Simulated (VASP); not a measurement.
# ScPt3S (P4mm) in VASP: further runs

ScPt3S is run at these levels: PBE; tasks: single point.

Everything below comes from runs of VASP 6.6.1. Logs are shortened: lines on timing, memory, paths and dates and some standing lists are left out, and cuts for length are marked.

## (1) The cell of the first run

Symmetry: P4mm, No. 99, tetragonal system. The conventional cell has a = 4.061 Å, b = 4.061 Å, c = 5.147 Å, α = 90.00°, β = 90.00°, γ = 90.00°. Within 3.9 Å of Sc (site symmetry 4mm) lie 12 Pt at 2.94 to 3.36 Å and 4 S at 3.31 Å. Pt (site symmetry 4mm) has 2 S at 2.27 to 2.88 Å and 4 Pt at 2.89 Å and 4 Sc at 2.94 Å within 3.0 Å. Within 2.9 Å of Pt (site symmetry 2mm) lie 2 S at 2.19 Å and 6 Pt at 2.87 to 2.89 Å. S (site symmetry 4mm) has 6 Pt at 2.19 to 2.88 Å within 2.9 Å.

The cell was generated, and may not be a known phase.

## (2) Single point, PBE

Contents of INCAR:

```
SYSTEM = ScPt3S
ALGO     = Normal         ! electronic algorithm
EDIFF    = 1E-6           ! SCF threshold, eV
ENCUT    = 520            ! plane-wave cutoff, eV
GGA      = PE             ! functional
ISIF     = 2              ! what is computed and relaxed
ISMEAR   = 0              ! smearing method
LASPH    = .True.         ! aspherical terms in the spheres
LCHARG   = .False.        ! write CHGCAR
LREAL    = .False.        ! projectors in reciprocal space
LWAVE    = .False.        ! write WAVECAR
NBANDS   = 32             ! bands
NELM     = 100            ! most SCF steps
PREC     = Accurate       ! precision mode
SIGMA    = 0.1            ! smearing width, eV
```

Contents of KPOINTS:

```
k-points
0
Gamma
  4 4 4
  0 0 0
```

Contents of POSCAR:

```
ScPt3S
1.0
    4.0606206000      0.0000000000      0.0000000000
    0.0000000000      4.0606206000      0.0000000000
    0.0000000000      0.0000000000      5.1468178500
Sc Pt S
1 3 1
Direct
    0.0000000000      0.0000000000      0.0000000000
    0.5000000000      0.5000000000      0.1201000000
    0.0000000000      0.5000000000      0.5209000100
    0.5000000000      0.0000000000      0.5209000100
    0.5000000000      0.5000000000      0.6800000100
```

Potentials or basis: VASP PAW PBE potentials, release 64 (Sc_sv, Pt, S).

Started as:

```bash
cat potpaw_PBE.64/Sc_sv/POTCAR potpaw_PBE.64/Pt/POTCAR potpaw_PBE.64/S/POTCAR > POTCAR
mpirun -np 1 vasp_std > vasp.out
```

OUTCAR:

```text
SYSTEM = ScPt3S
   EDIFF = 1E-6
   ENCUT = 520
   GGA = PE
   ISIF = 2
   ISMEAR = 0
   LASPH = .True.
   LREAL = .False.
   NELM = 100
   PREC = Accurate

 ion  position               nearest neighbor table
   1  0.000  0.000  0.000-   2 2.94   2 2.94   2 2.94   2 2.94   3 3.19   4 3.19   4 3.19   3 3.19
                             4 3.36   3 3.36   4 3.36   3 3.36
   2  0.500  0.500  0.120-   5 2.27   5 2.88   4 2.89   3 2.89   4 2.89   3 2.89   1 2.94   1 2.94
                             1 2.94   1 2.94
   3  0.000  0.500  0.521-   5 2.19   5 2.19   4 2.87   4 2.87   4 2.87   4 2.87   2 2.89   2 2.89
                             1 3.19   1 3.19   1 3.36   1 3.36
   4  0.500  0.000  0.521-   5 2.19   5 2.19   3 2.87   3 2.87   3 2.87   3 2.87   2 2.89   2 2.89
                             1 3.19   1 3.19   1 3.36   1 3.36
   5  0.500  0.500  0.680-   3 2.19   4 2.19   4 2.19   3 2.19   2 2.27   2 2.88

  LATTYP: Found a simple tetragonal cell.
 ALAT       =     4.0606206000
 C/A-ratio  =     1.2674953799

  Lattice vectors:

 A1 = (   4.0606206000,   0.0000000000,   0.0000000000)
 A2 = (   0.0000000000,   4.0606206000,   0.0000000000)
 A3 = (   0.0000000000,   0.0000000000,   5.1468178500)

Analysis of symmetry for initial positions (statically):
=====================================================================
 Subroutine PRICEL returns:
 Original cell was already a primitive cell.

 Routine SETGRP: Setting up the symmetry group for a
 simple tetragonal supercell.

 Subroutine GETGRP returns: Found  8 space group operations
 (whereof  8 operations were pure point group operations)
 out of a pool of 16 trial point group operations.

The static configuration has the point symmetry C_4v.

Analysis of symmetry for dynamics (positions and initial velocities):
=====================================================================
 Subroutine PRICEL returns:
 Original cell was already a primitive cell.

 Routine SETGRP: Setting up the symmetry group for a
 simple tetragonal supercell.

 Subroutine GETGRP returns: Found  8 space group operations
 (whereof  8 operations were pure point group operations)
 out of a pool of 16 trial point group operations.

The dynamic configuration has the point symmetry C_4v.

 Subroutine INISYM returns: Found  8 space group operations
 (whereof  8 operations are pure point group operations),
 and found     1 'primitive' translations

[... 91 lines left out ...]
   ENCUT  =  520.0 eV  38.22 Ry    6.18 a.u.   7.55  7.55  9.57*2*pi/ulx,y,z
   NELM   =    100;   NELMIN=  2; NELMDL= -5     # of ELM steps
   EDIFF  = 0.1E-05   stopping-criterion for ELM
   LREAL  =      F    real-space projection
   EDIFFG = 0.1E-04   stopping-criterion for IOM
   NSW    =      0    number of steps for IOM
   IBRION =     -1    ionic relax: 0-MD 1-quasi-New 2-CG
   NFREE  =      0    steps in history (QN), initial steepest desc. (CG)
   ISIF   =      2    stress and relaxation
   ISYM   =      2    0-nonsym 1-usesym 2-fastsym
   POTIM  = 0.5000    time-step for ionic-motion
   TEBEG  =    0.0;   TEEND  =   0.0 temperature during run
   PSTRESS=    0.0 pullay stress
   NELECT =      47.0000    total number of electrons
   NUPDOWN=      -1.0000    fix difference up-down
   EMIN   =  10.00;   EMAX   =-10.00  energy-range for DOS
   EFERMI =   0.00;   METHOD = LEGACY
   ISMEAR =     0;   SIGMA  =   0.10  broadening in eV -4-tet -1-fermi 0-gaus
   EFERMI_NEDOS =   21; number of points for ismear=-14 and -15
   IALGO  =     38    algorithm
   IMIX   =      4    mixing-type and parameters
     AMIX     =   0.40;   BMIX     =  1.00
     AMIX_MAG =   1.60;   BMIX_MAG =  1.00
  volume/ion in A,a.u.               =      16.97       114.54
  Fermi-wavevector in a.u.,A,eV,Ry     =   1.344414  2.540573 24.591823  1.807448
  Thomas-Fermi vector in A             =   2.472409
   LORBIT       =      0    0 simple, 1 ext, 2 COOP (PROOUT), +10 PAW based schemes
   GGA     = PE    functional components
   LHFCALC =     F    Hartree Fock is set to
   AEXX    =    0.0000 exact exchange contribution
   IVDW    =     0    specifies the selected vdW correction
   LEPSILON=     F    determine dielectric tensor
   LRPA    =     F    only Hartree local field effects (RPA)
 non-spin polarized calculation
 Gauss-broadening in eV      SIGMA  =   0.10
  energy-cutoff  :      520.00
  volume of cell :       84.86
 maximum number of plane-waves:      2323
   NGX = 15   NGY = 15   NGZ = 19

 number of electron      46.9999996 magnetization

 Free energy of the ion-electron system (eV)
  ---------------------------------------------------
  ext. energy  EPLUGINS =         0.00000000
  ---------------------------------------------------
  free energy    TOTEN  =       -30.21783425 eV

  energy without entropy =      -30.20254120  energy(sigma->0) =      -30.21018772

 E-fermi :   9.1921     XC(G=0): -11.9506

 val. band max:        9.1490405183   @ k =   0.2500   0.0000   0.2500
 cond. band min:       9.2344743144   @ k =   0.2500   0.2500   0.5000
 fundamental gap:      0.0854337961
 Fermi energy:         9.1920774036

 k-point     1 :       0.0000    0.0000    0.0000
  band No.  band energies     occupation
      1     -41.4793      2.00000
      2     -20.1029      2.00000
      3     -20.0328      2.00000
      4     -20.0328      2.00000
      5      -8.3035      2.00000
      6       0.4685      2.00000
[... 619 lines left out ...]
     31      11.6591      0.00000
     32      13.2836      0.00000

------------------------ aborting loop because EDIFF is reached ----------------------------------------

  FORCE on cell =-STRESS in cart. coord.  units (eV):
  Direction    XX          YY          ZZ          XY          YZ          ZX
  --------------------------------------------------------------------------------------
  -------------------------------------------------------------------------------------
  Total        6.4692966      6.4692966      3.2991698      0.0000000     -0.0000000      0.0000000
  in kB      122.1360913    122.1360913     62.2861698      0.0000000     -0.0000000      0.0000000
  external PRESSURE =     102.1861175 kB  Pullay stress =       0.0000000 kB

 VOLUME and BASIS-vectors are now :
 -----------------------------------------------------------------------------
  energy-cutoff  :      520.00
  volume of cell :       84.86
      direct lattice vectors                 reciprocal lattice vectors
     4.060620600  0.000000000  0.000000000     0.246267775  0.000000000  0.000000000
     0.000000000  4.060620600  0.000000000     0.000000000  0.246267775  0.000000000
     0.000000000  0.000000000  5.146817850     0.000000000  0.000000000  0.194294811

 POSITION                                       TOTAL-FORCE (eV/Angst)
 -----------------------------------------------------------------------------------
      0.00000      0.00000      0.00000        -0.000000      0.000000     -0.073288
      2.03031      2.03031      0.61813        -0.000000      0.000000      0.265042
      0.00000      2.03031      2.68098        -0.000000      0.000000     -2.320392
      2.03031      0.00000      2.68098         0.000000      0.000000     -2.320392
      2.03031      2.03031      3.49984        -0.000000     -0.000000      4.449030
 -----------------------------------------------------------------------------------
    total drift:                                0.000000      0.000000     -0.001294

  FREE ENERGIE OF THE ION-ELECTRON SYSTEM (eV)
  ---------------------------------------------------
  free  energy   TOTEN  =       -30.2178342516 eV

  energy  without entropy=      -30.2025411952  energy(sigma->0) =      -30.21018772
```

OSZICAR:

```text
N       E                     dE             d eps       ncg     rms          rms(c)
DAV:   1     0.427455598259E+03    0.42746E+03   -0.21104E+04  1152   0.146E+03
DAV:   2     0.883712339359E+01   -0.41862E+03   -0.39395E+03  1160   0.402E+02
DAV:   3    -0.310931170152E+02   -0.39930E+02   -0.36004E+02  1768   0.107E+02
DAV:   4    -0.326595622794E+02   -0.15664E+01   -0.15473E+01  1696   0.232E+01
DAV:   5    -0.326784270332E+02   -0.18865E-01   -0.18848E-01  1392   0.226E+00    0.283E+01
DAV:   6    -0.305629624489E+02    0.21155E+01   -0.49835E+00  1656   0.199E+01    0.157E+01
DAV:   7    -0.305175357023E+02    0.45427E-01   -0.23881E+00  1448   0.132E+01    0.660E+00
DAV:   8    -0.302574482840E+02    0.26009E+00   -0.10315E+00  1512   0.101E+01    0.393E+00
DAV:   9    -0.302279888341E+02    0.29459E-01   -0.17094E-01  1720   0.348E+00    0.112E+00
DAV:  10    -0.302191517462E+02    0.88371E-02   -0.31213E-02  1680   0.215E+00    0.536E-01
DAV:  11    -0.302179053707E+02    0.12464E-02   -0.49636E-03  1824   0.602E-01    0.199E-01
DAV:  12    -0.302178348090E+02    0.70562E-04   -0.53879E-04  1600   0.224E-01    0.109E-01
DAV:  13    -0.302178354295E+02   -0.62046E-06   -0.10661E-04  1480   0.631E-02    0.205E-02
DAV:  14    -0.302178341199E+02    0.13095E-05   -0.93621E-06  1488   0.208E-02    0.560E-03
DAV:  15    -0.302178342516E+02   -0.13163E-06   -0.61845E-07   736   0.891E-03
   1 F= -.30217834E+02 E0= -.30210188E+02  d E =-.152931E-01
```

It took 90 s on 1 thread of Oxide Virtual Turin-like, shared host; peak memory 0.17 GiB.

What came out:

| Property | Result |
| --- | --- |
| Free energy | -30.2178 eV |
| Pressure | 10.2 GPa |
| Largest force | 4.449 eV/Å |
| Band gap on the k mesh | zero (an odd number of electrons rules out a gap without spin polarisation) |

Forces in eV/Å, atoms in the order of the input:
```
Sc   0.000  0.000 -0.073
Pt   0.000  0.000  0.265
Pt   0.000  0.000 -2.320
Pt   0.000  0.000 -2.320
S    0.000  0.000  4.449
```

Caveat: the k points lie up to 0.39 Å⁻¹ apart, too coarse for converged energies and pressures of a metal; spin-orbit coupling is left out, which moves the levels of the heavy elements; forces of over 1 eV/Å act on the atoms, so gaps and moduli don't describe the material at rest.

## (3) Single point, PBE

This run uses another cell than the first one, of 18.10 Å³/atom.

Contents of INCAR:

```
SYSTEM = ScPt3S
ALGO = Fast
EDIFF = 1E-6
ENCUT = 520
GGA = PE
ISIF = 2
ISMEAR = 0
LASPH = .True.
LCHARG = .True.
LELF = .True.
LREAL = .False.
LVHAR = .True.
LWAVE = .False.
NBANDS = 32
NELM = 100
PREC = Accurate
SIGMA = 0.1
```

KPOINTS is that of step 2.

Contents of POSCAR:

```
ScPt3S
1.0
    3.9661219915      0.0000000000      0.0000000000
    0.0000000000      3.9661219915      0.0000000000
    0.0000000000      0.0000000000      5.7538344819
Sc Pt S
1 3 1
Direct
    0.0000000000      0.0000000000      0.1073255588
    0.5000000000      0.5000000000      0.1088656134
    0.0000000000      0.5000000000      0.4546373043
    0.5000000000      0.0000000000      0.4546373043
    0.5000000000      0.5000000000      0.7164342493
```

Potentials or basis: VASP PAW PBE potentials, release 64 (Sc_sv, Pt, S).

Started as:

```bash
cat potpaw_PBE.64/Sc_sv/POTCAR potpaw_PBE.64/Pt/POTCAR potpaw_PBE.64/S/POTCAR > POTCAR
mpirun -np 1 vasp_std > vasp.out
```

Run time: 2 min. Hardware: 1 thread of Oxide Virtual Turin-like, shared host; peak memory 0.19 GiB.

It converged, with:

```
Free energy            : -31.8921 eV
Pressure               : 0.0 GPa
Largest force          : 0.005 eV/Å
Band gap on the k mesh : zero (an odd number of electrons rules out a gap without spin polarisation)
```

Forces on the atoms (eV/Å):
```
Sc   0.000  0.000 -0.005
Pt   0.000  0.000  0.000
Pt   0.000  0.000  0.001
Pt   0.000  0.000  0.001
S    0.000  0.000  0.004
```

Stress tensor (GPa, compression positive):
```
-0.08  0.00  0.00
 0.00 -0.08  0.00
 0.00  0.00  0.11
```

Levels at points of the mesh, in eV from the Fermi level:
```tsv
k point	band 21	band 22	band 23	band 24	band 25	band 26
(0.00, 0.00, 0.00)	-1.32	-1.32	-1.31	0.04	1.52	2.14
(0.50, 0.00, 0.00)	-2.13	-1.83	-0.77	-0.54	-0.20	1.54
(0.50, 0.50, 0.00)	-1.65	-0.97	-0.09	-0.09	0.55	1.30
(0.00, 0.00, 0.50)	-1.15	0.04	0.62	0.62	1.12	1.78
(0.50, 0.00, 0.50)	-2.60	-2.29	-1.90	0.34	0.85	1.17
(0.50, 0.50, 0.50)	-2.17	-1.95	-1.57	-0.46	1.29	1.29
```

Caveat: the k points lie up to 0.40 Å⁻¹ apart, too coarse for converged energies and pressures of a metal; spin-orbit coupling is left out, which moves the levels of the heavy elements.

The gap in the log of VASP goes by the Fermi energy; the results here count the filled bands.